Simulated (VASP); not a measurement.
Set up this calculation in VASP 6.6.1, as the native input.

```yaml
Task: single point
Functional: RPBE
Potentials_or_basis: VASP PAW PBE potentials, release 64 (Hg)
Cutoff: 520 eV
k_mesh: 9 × 9 × 9
Occupations: fermi-dirac, width 0.1 eV
Spin: no spin polarisation
Dipole_correction: no
Further_INCAR_settings: ALGO = Normal; EDIFF = 1e-06; NBANDS = 12
```

The structure of Hg lies in POSCAR:

```
Hg
1.0
    0.0000000000      3.6987711439      3.6987711439
    3.6987711439      0.0000000000      3.6987711439
    3.6987711439      3.6987711439      0.0000000000
Hg
1
Direct
    0.0000000000      0.0000000000      0.0000000000
```

This cell differs from its parent crystal: volume scaled by 1.04.

One way to write it, as run:

INCAR

```
SYSTEM = Hg
ALGO = Normal ; EDIFF = 1E-6
ENCUT = 520 ; GGA = RP
ISIF = 2 ; ISMEAR = -1
LASPH = .TRUE. ; LCHARG = .FALSE.
LREAL = .FALSE. ; LWAVE = .FALSE.
NBANDS = 12 ; NELM = 60
PREC = Accurate ; SIGMA = 0.1
```

KPOINTS

```
k-points
0
G
  9 9 9
  0 0 0
```

Potentials or basis: VASP PAW PBE potentials, release 64 (Hg).

Command:

```console
$ cat potpaw_PBE.64/Hg/POTCAR > POTCAR
$ mpirun -np 1 vasp_std > vasp.out
```

It gave:

The pressure is 0.0 GPa and the band gap on the k mesh is 4.26 eV, indirect (least direct gap 4.47 eV).

Caveat: the PAW data sets were made with another functional, which shifts forces and pressure a little; spin-orbit coupling is left out, which moves the levels of the heavy elements.

Wall time 33 s on 1 thread of Intel(R) Xeon(R) Platinum 8375C CPU @ 2.90GHz (Ice Lake) (shared host), peak memory 0.24 GiB.
